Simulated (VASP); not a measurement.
# Al (Pm-3m) in VASP: further runs, part 3 of 3

VASP 6.6.1. The steps go on from the part before.

## Step 6: Single point, PBE

This run uses another cell than the first one, of 20.17 Å³/atom.

File INCAR:

```
SYSTEM = Al
  PREC = Accurate
  ENCUT = 500
  EDIFF = 1E-6
  ISMEAR = -1
  SIGMA = 0.06122561905347299
  LREAL = .FALSE.
  LASPH = .TRUE.
  NELM = 120
  ALGO = Normal
  ISIF = 2
  LWAVE = .FALSE.
  LCHARG = .FALSE.
  GGA = PE
  NBANDS = 8
  GGA_COMPAT = .FALSE.
```

File KPOINTS:

```
regular mesh
0
G
  14 14 14
  0 0 0
```

File POSCAR:

```
Al
1.0
    2.7221236659      0.0000000000      0.0000000000
    0.0000000000      2.7221236659      0.0000000000
    0.0000000000      0.0000000000      2.7221236659
Al
1
Direct
    0.0000000000      0.0000000000      0.0000000000
```

Potentials or basis: VASP PAW PBE potentials, release 64 (Al).

Run with:

```
> cat potpaw_PBE.64/Al/POTCAR > POTCAR
> mpirun -np 1 vasp_std > vasp.out
```

OUTCAR:

```text
SYSTEM = Al
   PREC = Accurate
   ENCUT = 500
   EDIFF = 1E-6
   ISMEAR = -1
   LREAL = .FALSE.
   LASPH = .TRUE.
   NELM = 120
   ISIF = 2
   GGA = PE

 ion  position               nearest neighbor table
   1  0.000  0.000  0.000-

  LATTYP: Found a simple cubic cell.
 ALAT       =     2.7221236659

  Lattice vectors:

 A1 = (   2.7221236659,   0.0000000000,   0.0000000000)
 A2 = (   0.0000000000,   2.7221236659,   0.0000000000)
 A3 = (   0.0000000000,   0.0000000000,   2.7221236659)

Analysis of symmetry for initial positions (statically):
=====================================================================
 Subroutine PRICEL returns:
 Original cell was already a primitive cell.

 Routine SETGRP: Setting up the symmetry group for a
 simple cubic supercell.

 Subroutine GETGRP returns: Found 48 space group operations
 (whereof 48 operations were pure point group operations)
 out of a pool of 48 trial point group operations.

The static configuration has the point symmetry O_h .

Analysis of symmetry for dynamics (positions and initial velocities):
=====================================================================
 Subroutine PRICEL returns:
 Original cell was already a primitive cell.

 Routine SETGRP: Setting up the symmetry group for a
 simple cubic supercell.

 Subroutine GETGRP returns: Found 48 space group operations
 (whereof 48 operations were pure point group operations)
 out of a pool of 48 trial point group operations.

The dynamic configuration has the point symmetry O_h .

 Subroutine INISYM returns: Found 48 space group operations
 (whereof 48 operations are pure point group operations),
 and found     1 'primitive' translations

----------------------------------------------------------------------------------------
[... 109 lines left out ...]
   IMIX   =      4    mixing-type and parameters
     AMIX     =   0.40;   BMIX     =  1.00
     AMIX_MAG =   1.60;   BMIX_MAG =  1.00
  volume/ion in A,a.u.               =      20.17       136.12
  Fermi-wavevector in a.u.,A,eV,Ry     =   0.867376  1.639103 10.236222  0.752341
  Thomas-Fermi vector in A             =   1.985901
   LORBIT       =      0    0 simple, 1 ext, 2 COOP (PROOUT), +10 PAW based schemes
   GGA     = PE    functional components
   LHFCALC =     F    Hartree Fock is set to
   AEXX    =    0.0000 exact exchange contribution
   IVDW    =     0    specifies the selected vdW correction
   LEPSILON=     F    determine dielectric tensor
   LRPA    =     F    only Hartree local field effects (RPA)
 non-spin polarized calculation
  energy-cutoff  :      500.00
  volume of cell :       20.17
 maximum number of plane-waves:       536
 NGX is ok and might be reduce to    20
   NGX =  9   NGY =  9   NGZ =  9

 number of electron       3.0000000 magnetization

 Free energy of the ion-electron system (eV)
  ---------------------------------------------------
  ext. energy  EPLUGINS =         0.00000000
  ---------------------------------------------------
  free energy    TOTEN  =        -3.38014449 eV

  energy without entropy =       -3.37361722  energy(sigma->0) =       -3.37688086

 E-fermi :   5.6172     XC(G=0):  -9.4204

 val. band max:        5.6116517827   @ k =   0.4286   0.3571   0.2143
 cond. band min:       5.6244500891   @ k =   0.3571   0.2857   0.0714
 fundamental gap:      0.0127983064
 Fermi energy:         5.6172104763

 k-point     1 :       0.0000    0.0000    0.0000
  band No.  band energies     occupation
      1      -3.8974      2.00000
      2      13.6388      0.00000
      3      13.6388      0.00000
      4      14.7698      0.00000
      5      14.7698      0.00000
      6      14.7698      0.00000
      7      21.0187      0.00000
      8      29.5823      0.00000
[... 243 lines left out ...]
 k-point    24 :       0.3571    0.2143    0.0000
  band No.  band energies     occupation
      1      -0.5276      2.00000
      2       4.9613      1.99996
      3      10.2932      0.00000
      4      15.6035      0.00000
      5      17.5964      0.00000
      6      19.7986      0.00000
      7      22.6183      0.00000
      8      24.5067      0.00000

 [... further k-points ...]

------------------------ aborting loop because EDIFF is reached ----------------------------------------

  FORCE on cell =-STRESS in cart. coord.  units (eV):
  Direction    XX          YY          ZZ          XY          YZ          ZX
  --------------------------------------------------------------------------------------
  -------------------------------------------------------------------------------------
  Total        0.0106019      0.0106019      0.0106019      0.0000000     -0.0000000      0.0000000
  in kB        0.8421136      0.8421136      0.8421136      0.0000000     -0.0000000      0.0000000
  external PRESSURE =       0.8421136 kB  Pullay stress =       0.0000000 kB

 VOLUME and BASIS-vectors are now :
 -----------------------------------------------------------------------------
  energy-cutoff  :      500.00
  volume of cell :       20.17
      direct lattice vectors                 reciprocal lattice vectors
     2.722123666  0.000000000  0.000000000     0.367360239  0.000000000  0.000000000
     0.000000000  2.722123666  0.000000000     0.000000000  0.367360239  0.000000000
     0.000000000  0.000000000  2.722123666     0.000000000  0.000000000  0.367360239

 POSITION                                       TOTAL-FORCE (eV/Angst)
 -----------------------------------------------------------------------------------
      0.00000      0.00000      0.00000         0.000000      0.000000      0.000000
 -----------------------------------------------------------------------------------
    total drift:                               -0.000000      0.000000     -0.000000

  FREE ENERGIE OF THE ION-ELECTRON SYSTEM (eV)
  ---------------------------------------------------
  free  energy   TOTEN  =        -3.3801444943 eV

  energy  without entropy=       -3.3736172230  energy(sigma->0) =       -3.37688086
```

OSZICAR:

```text
N       E                     dE             d eps       ncg     rms          rms(c)
DAV:   1    -0.209210290719E+01   -0.20921E+01   -0.81561E+02  1920   0.193E+02
DAV:   2    -0.337780695332E+01   -0.12857E+01   -0.12693E+01  2536   0.172E+01
DAV:   3    -0.338661587264E+01   -0.88089E-02   -0.88036E-02  2592   0.153E+00
DAV:   4    -0.338664905041E+01   -0.33178E-04   -0.33177E-04  2592   0.805E-02
DAV:   5    -0.338664933853E+01   -0.28811E-06   -0.28834E-06  2576   0.521E-03    0.100E+00
DAV:   6    -0.338277802188E+01    0.38713E-02   -0.20377E-03  2232   0.175E-01    0.588E-01
DAV:   7    -0.338013364109E+01    0.26444E-02   -0.52405E-03  2264   0.273E-01    0.949E-02
DAV:   8    -0.338014478884E+01   -0.11148E-04   -0.39928E-05  2656   0.402E-02    0.794E-03
DAV:   9    -0.338014449435E+01    0.29450E-06   -0.64569E-07  2392   0.335E-03
   1 F= -.33801445E+01 E0= -.33768809E+01  d E =-.652727E-02
```

Wall time 7.3 s (1 thread of AMD EPYC 7R13 (Zen 3), shared host); peak memory 0.1 GiB.

Results:

| Quantity | Value |
| --- | --- |
| Free energy | -3.3801 eV |
| Pressure | 0.1 GPa |
| Band gap on the k mesh | zero (an odd number of electrons rules out a gap without spin polarisation) |

## Step 7: Summary

```csv
cell,gap on the mesh (eV),pressure (GPa)
"a = 2.667 Å, 1 atom",none,4.1
"a = 2.685 Å, 1 atom",none,2.6
"a = 2.704 Å, 1 atom",none,1.3
"a = 2.722 Å, 1 atom",none,0.1
```

Alike in all rows: task single point; level PBE; potentials or basis VASP PAW PBE potentials, release 64 (Al); no spin polarisation; k mesh 14 × 14 × 14; cutoff (eV) 500; smearing fermi-dirac 0.0612256 eV.

Caveats: the cell stands under pressure (at least some runs).

Total energies depend on the potentials used, so only differences within one code and one set of settings carry meaning.
